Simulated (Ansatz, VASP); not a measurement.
Two plane-wave programs on Au

```
Au
1.0
     0.00000    2.04848    2.04848
     2.04848    0.00000    2.04848
     2.04848    2.04848    0.00000
Au
1
Direct
  0.00000 0.00000 0.00000
```

Alike in both runs: task single point; functional r2SCAN; k mesh 10 × 10 × 10; occupations fermi-dirac, width 0.1 eV; no spin polarisation.

|  | VASP | Ansatz |
| --- | --- | --- |
| version | VASP 6.6.1 | Ansatz 0.2.0 |
| potentials or method | VASP PAW PBE potentials, release 64 (Au), cutoff 550 eV | plane waves, PAW |
| valence electrons in the cell | 11 | 19 |

```tsv
	VASP	Ansatz	Ansatz less VASP
pressure (GPa)	4.1	3.8	-0.34
```

VASP's potentials were made for PBE, not for r2SCAN. VASP's potentials hold 11 valence electrons a cell and Ansatz's 19, so a difference there can come from the potentials and not from the codes.

Spin-orbit coupling is off throughout.
